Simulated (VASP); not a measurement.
Wanted: the native input for a VASP 6.6.1 run.

```
Task                   : single point
Functional             : r2SCAN
Potentials or basis    : VASP PAW PBE potentials, release 64 (In_d, B)
Cutoff                 : 520 eV
k mesh                 : 7 × 7 × 7
Occupations            : fermi-dirac, width 0.1 eV
Spin                   : no spin polarisation
Dipole correction      : no
Further INCAR settings : ALGO = Normal; EDIFF = 1e-06; NBANDS = 34
```

In3B4:

```xyz
7
Lattice="0.0000 0.0000 3.5338 3.5745 0.0000 0.0000 1.7873 7.7931 -1.7669" Properties=species:S:1:pos:R:3 pbc="T T T"
In    3.5745    2.9006    0.0000
In    1.7873    4.8925    1.7669
In    0.0000    0.0000    1.7669
B     3.5745    5.6219    0.0000
B     1.7873    2.1711    1.7669
B     3.5745    6.7815    1.7669
B     1.7873    1.0115    0.0000
```

The input as run:

POSCAR

```
In3B4
1.0
    0.0000000000      0.0000000000      3.5338160000
    3.5745170000      0.0000000000      0.0000000000
    1.7872590000      7.7930700000     -1.7669080000
In B
3 4
Direct
    0.1861000000      0.8139000000      0.3722000000
    0.8139000000      0.1861000000      0.6278000000
    0.5000000000      0.0000000000      0.0000000000
    0.3607000000      0.6393000000      0.7214000000
    0.6393000000      0.3607000000      0.2786000000
    0.9351000000      0.5649000000      0.8702000000
    0.0649000000      0.4351000000      0.1298000000
```

INCAR.step1

```
PREC = Accurate
ENCUT = 520
ISMEAR = -1
SIGMA = 0.1
LREAL = False
LASPH = True
NELM = 80
NBANDS = 34
GGA = PE
ALGO = Normal
EDIFF = 1E-4
LWAVE = True
LCHARG = False
```

INCAR.step2

```
PREC = Accurate
ENCUT = 520
EDIFF = 1E-6
ISMEAR = -1
SIGMA = 0.1
LREAL = False
LASPH = True
NELM = 80
ALGO = Normal
ISIF = 2
LWAVE = False
LCHARG = True
METAGGA = R2SCAN
LMIXTAU = True
LELF = True
LVHAR = True
NBANDS = 34
ISTART = 1
```

KPOINTS

```
regular mesh
0
Gamma
  7 7 7
```

Potentials or basis: VASP PAW PBE potentials, release 64 (In_d, B).

Launch:

```sh
$ cat potpaw_PBE.64/In_d/POTCAR potpaw_PBE.64/B/POTCAR > POTCAR
$ cp INCAR.step1 INCAR
$ mpirun -np 1 vasp_std > vasp.out
$ cp INCAR.step2 INCAR
$ mpirun -np 1 vasp_std > vasp.out
```

It gave:

| Quantity | Value |
| --- | --- |
| Pressure | -6.9 GPa |
| Largest force | 1.484 eV/Å |
| Band gap on the k mesh | zero (an odd number of electrons rules out a gap without spin polarisation) |

Caveat: the stress differs along the axes, from -19 to 11 GPa; the PAW data sets were made with another functional, which shifts forces and pressure a little; spin-orbit coupling is left out, which moves the levels of the heavy elements; an odd number of electrons without spin polarisation forces a metal; a magnetic or distorted state may lie lower.

Wall time 21 min on 1 thread of Intel(R) Xeon(R) Platinum 8259CL CPU @ 2.50GHz (Skylake/Cascade Lake), on a shared host, peak memory 0.34 GiB.
